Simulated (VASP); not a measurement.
# Ca (I4/mmm) in VASP: a series of runs

Runs on Ca. Level: PBE. Tasks: single point.

Everything below comes from runs of VASP 6.6.1. Logs are shortened: lines on timing, memory, paths and dates and some standing lists are left out, and cuts for length are marked.

### Step 1. The cell of the first run

It takes space group I4/mmm (No. 139, tetragonal). Conventional cell: a = 3.521 Å, b = 3.521 Å, c = 7.040 Å, α = 90.00°, β = 90.00°, γ = 90.00°. Within 4.6 Å of Ca (site symmetry 4/mmm) lie 12 Ca at 3.52 to 4.31 Å.

### Step 2. Single point, PBE

Contents of INCAR:

```
SYSTEM = Ca
  ALGO = Fast
  EDIFF = 1E-6
  ENCUT = 520
  GGA = PE
  ISIF = 2
  ISMEAR = 0
  LASPH = .True.
  LCHARG = .False.
  LREAL = .False.
  LWAVE = .False.
  NBANDS = 11
  NELM = 100
  PREC = Accurate
  SIGMA = 0.15
```

Contents of KPOINTS:

```
k-points
0
Gamma
  16 16 16
  0 0 0
```

Contents of POSCAR:

```
Ca
1.0
    0.0000000000      2.4894745175      3.5201169678
    2.4894745175      0.0000000000      3.5201169678
    2.4894745175      2.4894745175      0.0000000000
Ca
1
Direct
    0.0000000000      0.0000000000      0.0000000000
```

Potentials or basis: VASP PAW PBE potentials, release 64 (Ca_sv).

Started as:

```console
$ cat potpaw_PBE.64/Ca_sv/POTCAR > POTCAR
$ mpirun -np 1 vasp_std > vasp.out
```

OUTCAR:

```text
SYSTEM = Ca
   EDIFF = 1E-6
   ENCUT = 520
   GGA = PE
   ISIF = 2
   ISMEAR = 0
   LASPH = .True.
   LREAL = .False.
   NELM = 100
   PREC = Accurate

 ion  position               nearest neighbor table
   1  0.000  0.000  0.000-

  LATTYP: Found a body centered tetragonal cell.
 ALAT       =     3.5206486258
 C/A-ratio  =     1.9996979772

  Lattice vectors:

 A1 = (  -2.4894745175,   0.0000000000,   3.5201169678)
 A2 = (   2.4894745175,   0.0000000000,   3.5201169678)
 A3 = (   0.0000000000,   2.4894745175,  -3.5201169678)

Analysis of symmetry for initial positions (statically):
=====================================================================
 Subroutine PRICEL returns:
 Original cell was already a primitive cell.

 Routine SETGRP: Setting up the symmetry group for a
 body centered tetragonal supercell.

 Subroutine GETGRP returns: Found 16 space group operations
 (whereof 16 operations were pure point group operations)
 out of a pool of 16 trial point group operations.

The static configuration has the point symmetry D_4h.

Analysis of symmetry for dynamics (positions and initial velocities):
=====================================================================
 Subroutine PRICEL returns:
 Original cell was already a primitive cell.

 Routine SETGRP: Setting up the symmetry group for a
 body centered tetragonal supercell.

 Subroutine GETGRP returns: Found 16 space group operations
 (whereof 16 operations were pure point group operations)
 out of a pool of 16 trial point group operations.

The dynamic configuration has the point symmetry D_4h.

 Subroutine INISYM returns: Found 16 space group operations
 (whereof 16 operations are pure point group operations),
 and found     1 'primitive' translations

----------------------------------------------------------------------------------------

                                     Primitive cell

  volume of cell :      43.6317

  direct lattice vectors                    reciprocal lattice vectors
     0.000000000  2.489474518  3.520116968    -0.200845599  0.200845599  0.142040735
     2.489474518  0.000000000  3.520116968     0.200845599 -0.200845599  0.142040735
     2.489474518  2.489474518  0.000000000     0.200845599  0.200845599 -0.142040735

  length of vectors
     4.311462262  4.311462262  3.520648626     0.317574368  0.317574368  0.317574368

  position of ions in fractional coordinates (direct lattice)
     0.000000000  0.000000000  0.000000000

  ion indices of the primitive-cell ions
   primitive index   ion index
                 1           1

----------------------------------------------------------------------------------------

 KPOINTS: k-points

Automatic generation of k-mesh.
 Grid dimensions read from file:
 generate k-points for:   16   16   16

 Generating k-lattice:

  Cartesian coordinates                     Fractional coordinates (reciprocal lattice)
    -0.012552850  0.012552850  0.008877546     0.062500000  0.000000000  0.000000000
     0.012552850 -0.012552850  0.008877546     0.000000000  0.062500000  0.000000000
     0.012552850  0.012552850 -0.008877546     0.000000000  0.000000000  0.062500000

  Length of vectors
     0.019848398  0.019848398  0.019848398

  Shift w.r.t. Gamma in fractional coordinates (k-lattice)
     0.000000000  0.000000000  0.000000000

 Subroutine IBZKPT returns following result:
 ===========================================

 Found    349 irreducible k-points:

 Following reciprocal coordinates:
            Coordinates               Weight
  0.000000  0.000000  0.000000      1.000000
  0.062500  0.000000  0.000000      8.000000
  0.125000  0.000000  0.000000      8.000000
  0.187500  0.000000  0.000000      8.000000
  0.250000  0.000000  0.000000      8.000000
  0.312500 -0.000000  0.000000      8.000000
[... 16 lines left out ...]
 -0.125000  0.062500  0.000000      8.000000
 -0.062500  0.062500  0.000000      4.000000
 [... further k-points ...]
   k-points           NKPTS =    349   k-points in BZ     NKDIM =    349   number of bands    NBANDS=     11
   number of dos      NEDOS =    301   number of ions     NIONS =      1
   total plane-waves  NPLWV =  28672
   dimension x,y,z NGX =    32 NGY =   32 NGZ =   28
   dimension x,y,z NGXF=    64 NGYF=   64 NGZF=   56
   ions per type =               1
   NGX,Y,Z   is equivalent  to a cutoff of  12.34, 12.34, 13.22 a.u.
   NGXF,Y,Z  is equivalent  to a cutoff of  24.68, 24.68, 26.44 a.u.
 SYSTEM =  Ca
   PREC   = accura    normal or accurate (medium, high low for compatibility)
   ISTART =      0    job   : 0-new  1-cont  2-samecut
   ICHARG =      2    charge: 1-file 2-atom 10-const
   ISPIN  =      1    spin polarized calculation?
   LNONCOLLINEAR =      F non collinear calculations
   LSORBIT =      F    spin-orbit coupling
   LASPH  =      T    aspherical Exc in radial PAW
   ENCUT  =  520.0 eV  38.22 Ry    6.18 a.u.   8.02  8.02  6.55*2*pi/ulx,y,z
   NELM   =    100;   NELMIN=  2; NELMDL= -5     # of ELM steps
   EDIFF  = 0.1E-05   stopping-criterion for ELM
   LREAL  =      F    real-space projection
   EDIFFG = 0.1E-04   stopping-criterion for IOM
   NSW    =      0    number of steps for IOM
   IBRION =     -1    ionic relax: 0-MD 1-quasi-New 2-CG
   NFREE  =      0    steps in history (QN), initial steepest desc. (CG)
   ISIF   =      2    stress and relaxation
   ISYM   =      2    0-nonsym 1-usesym 2-fastsym
   POTIM  = 0.5000    time-step for ionic-motion
   TEBEG  =    0.0;   TEEND  =   0.0 temperature during run
   PSTRESS=    0.0 pullay stress
   NELECT =      10.0000    total number of electrons
   NUPDOWN=      -1.0000    fix difference up-down
   EMIN   =  10.00;   EMAX   =-10.00  energy-range for DOS
   EFERMI =   0.00;   METHOD = LEGACY
   ISMEAR =     0;   SIGMA  =   0.15  broadening in eV -4-tet -1-fermi 0-gaus
   EFERMI_NEDOS =   21; number of points for ismear=-14 and -15
   IALGO  =     68    algorithm
   IMIX   =      4    mixing-type and parameters
     AMIX     =   0.40;   BMIX     =  1.00
     AMIX_MAG =   1.60;   BMIX_MAG =  1.00
  volume/ion in A,a.u.               =      43.63       294.44
  Fermi-wavevector in a.u.,A,eV,Ry     =   1.001861  1.893242 13.656506  1.003725
  Thomas-Fermi vector in A             =   2.134310
   LORBIT       =      0    0 simple, 1 ext, 2 COOP (PROOUT), +10 PAW based schemes
   GGA     = PE    functional components
   LHFCALC =     F    Hartree Fock is set to
   AEXX    =    0.0000 exact exchange contribution
   IVDW    =     0    specifies the selected vdW correction
   LEPSILON=     F    determine dielectric tensor
   LRPA    =     F    only Hartree local field effects (RPA)
 non-spin polarized calculation
 RMM-DIIS sequential band-by-band and
 Gauss-broadening in eV      SIGMA  =   0.15
  energy-cutoff  :      520.00
  volume of cell :       43.63
 maximum number of plane-waves:      1210
   NGX = 15   NGY = 15   NGZ = 13

 number of electron      10.0000000 magnetization

 Free energy of the ion-electron system (eV)
  ---------------------------------------------------
  ext. energy  EPLUGINS =         0.00000000
  ---------------------------------------------------
  free energy    TOTEN  =        -1.77257678 eV

  energy without entropy =       -1.75631355  energy(sigma->0) =       -1.76444516

 E-fermi :   1.7805     XC(G=0):  -7.6183

 val. band max:        1.7760612132   @ k =  -0.3750   0.1250   0.2500
 cond. band min:       1.7810996580   @ k =  -0.1875   0.3750   0.2500
 fundamental gap:      0.0050384448
 Fermi energy:         1.7804910215

 k-point     1 :       0.0000    0.0000    0.0000
  band No.  band energies     occupation
      1     -40.3289      2.00000
      2     -21.2628      2.00000
      3     -21.2198      2.00000
      4     -21.2198      2.00000
      5      -2.1094      2.00000
      6       3.1717      0.00000
      7       3.6665      0.00000
      8       4.8949      0.00000
      9       4.8949      0.00000
     10       5.9141      0.00000
     11       9.9585      0.00000

 k-point     2 :       0.0625    0.0000    0.0000
  band No.  band energies     occupation
      1     -40.3282      2.00000
      2     -21.2632      2.00000
      3     -21.2279      2.00000
      4     -21.2194      2.00000
      5      -2.0405      2.00000
      6       3.1937      0.00000
      7       3.6811      0.00000
      8       4.7983      0.00000
      9       4.9168      0.00000
     10       5.8639      0.00000
     11      10.0149      0.00000

 k-point     3 :       0.1250    0.0000    0.0000
  band No.  band energies     occupation
      1     -40.3261      2.00000
      2     -21.2647      2.00000
      3     -21.2502      2.00000
      4     -21.2180      2.00000
      5      -1.8367      2.00000
      6       3.2432      0.00000
      7       3.7107      0.00000
      8       4.5773      0.00000
      9       4.9781      0.00000
     10       5.7285      0.00000
     11      10.0927      0.00000

 k-point     4 :       0.1875    0.0000    0.0000
  band No.  band energies     occupation
      1     -40.3229      2.00000
      2     -21.2862      2.00000
      3     -21.2642      2.00000
      4     -21.2159      2.00000
      5      -1.5058      2.00000
      6       3.2829      0.00000
      7       3.6495      0.00000
      8       4.4475      0.00000
      9       5.0612      0.00000
     10       5.5511      0.00000
     11       9.9481      0.00000
[... 239 lines left out ...]
 k-point    22 :      -0.1875    0.0625    0.0000
  band No.  band energies     occupation
      1     -40.3195      2.00000
      2     -21.3241      2.00000
      3     -21.2623      2.00000
      4     -21.2128      2.00000
      5      -1.2079      2.00000
      6       3.3582      0.00000
      7       3.5977      0.00000
      8       4.3806      0.00000
      9       5.1094      0.00000
     10       5.3443      0.00000
     11       9.6881      0.00000

 k-point    23 :      -0.1250    0.0625    0.0000
  band No.  band energies     occupation
      1     -40.3231      2.00000
      2     -21.2843      2.00000
      3     -21.2616      2.00000
      4     -21.2154      2.00000
      5      -1.6082      2.00000
      6       3.3376      0.00000
      7       3.9140      0.00000
      8       4.1992      0.00000
      9       5.0298      0.00000
     10       5.5286      0.00000
     11      10.4347      0.00000

 k-point    24 :      -0.0625    0.0625    0.0000
  band No.  band energies     occupation
      1     -40.3262      2.00000
      2     -21.2620      2.00000
      3     -21.2504      2.00000
      4     -21.2177      2.00000
      5      -1.8893      2.00000
      6       3.2686      0.00000
      7       3.8043      0.00000
      8       4.5057      0.00000
      9       4.9549      0.00000
     10       5.7222      0.00000
     11      10.3203      0.00000

 [... further k-points ...]

------------------------ aborting loop because EDIFF is reached ----------------------------------------

  FORCE on cell =-STRESS in cart. coord.  units (eV):
  Direction    XX          YY          ZZ          XY          YZ          ZX
  --------------------------------------------------------------------------------------
  -------------------------------------------------------------------------------------
  Total        0.4547001      0.4547001     -1.2484414      0.0000000      0.0000000      0.0000000
  in kB       16.6967966     16.6967966    -45.8433419      0.0000000      0.0000000      0.0000000
  external PRESSURE =      -4.1499163 kB  Pullay stress =       0.0000000 kB

 VOLUME and BASIS-vectors are now :
 -----------------------------------------------------------------------------
  energy-cutoff  :      520.00
  volume of cell :       43.63
      direct lattice vectors                 reciprocal lattice vectors
     0.000000000  2.489474518  3.520116968    -0.200845599  0.200845599  0.142040735
     2.489474518  0.000000000  3.520116968     0.200845599 -0.200845599  0.142040735
     2.489474518  2.489474518  0.000000000     0.200845599  0.200845599 -0.142040735

 POSITION                                       TOTAL-FORCE (eV/Angst)
 -----------------------------------------------------------------------------------
      0.00000      0.00000      0.00000        -0.000000      0.000000      0.000000
 -----------------------------------------------------------------------------------
    total drift:                               -0.000000     -0.000000     -0.000000

  FREE ENERGIE OF THE ION-ELECTRON SYSTEM (eV)
  ---------------------------------------------------
  free  energy   TOTEN  =        -1.7725767765 eV

  energy  without entropy=       -1.7563135519  energy(sigma->0) =       -1.76444516
```

Wall time 1.7 min (1 thread of AMD EPYC 9R45 (Zen 5), shared host); peak memory 0.27 GiB.

Results:

```yaml
Free_energy: -1.7726 eV
Pressure: -0.4 GPa
Band_gap_on_the_k_mesh: zero (band 5 reaches 2.00 eV, above the bottom of band 6 at 1.20 eV)
```

### Step 3. Single point, PBE

This run uses another cell than the first one, of the same volume but with other edges.

Contents of INCAR:

```
PREC = Accurate
ENCUT = 520
EDIFF = 1E-6
ISMEAR = 0
SIGMA = 0.15
LREAL = F
LASPH = T
NELM = 100
ALGO = Fast
ISIF = 2
LWAVE = F
LCHARG = F
GGA = PE
NBANDS = 11
```

Contents of KPOINTS:

```
regular mesh
0
Gamma
  16 16 16
```

Contents of POSCAR:

```
Ca
1.0
    0.0000000000      2.9497452678      2.5072834777
    2.9497452678      0.0000000000      2.5072834777
    2.9497452678      2.9497452678      0.0000000000
Ca
1
Direct
    0.0000000000      0.0000000000      0.0000000000
```

Potentials or basis: VASP PAW PBE potentials, release 64 (Ca_sv).

Started as:

```console
$ cat potpaw_PBE.64/Ca_sv/POTCAR > POTCAR
$ mpirun -np 1 vasp_std > vasp.out
```

Run time: 1.7 min. Hardware: 1 thread of AMD EPYC 9R45 (Zen 5), shared host; peak memory 0.27 GiB.

It converged, with:

```yaml
Free_energy: -1.9267 eV
Pressure: -0.6 GPa
Band_gap_on_the_k_mesh: zero (band 5 reaches 2.11 eV, above the bottom of band 6 at 1.68 eV)
```

Stress tensor (GPa, compression positive):
```
-0.68  0.00  0.00
 0.00 -0.68  0.00
 0.00  0.00 -0.33
```

Levels at points of the mesh, in eV from the Fermi level:
| k point | band 3 | band 4 | band 5 | band 6 | band 7 | band 8 |
| --- | --- | --- | --- | --- | --- | --- |
| (0.00, 0.00, 0.00) | -23.04 | -23.03 | -3.98 | 2.15 | 2.15 | 2.75 |
| (0.50, 0.00, 0.00) | -23.07 | -23.04 | -0.96 | -0.16 | 1.74 | 2.64 |
| (0.50, 0.50, 0.00) | -23.11 | -23.11 | -0.15 | 0.34 | 2.08 | 3.95 |
| (0.50, 0.00, 0.50) | -23.08 | -23.06 | -0.62 | 0.42 | 0.81 | 3.74 |
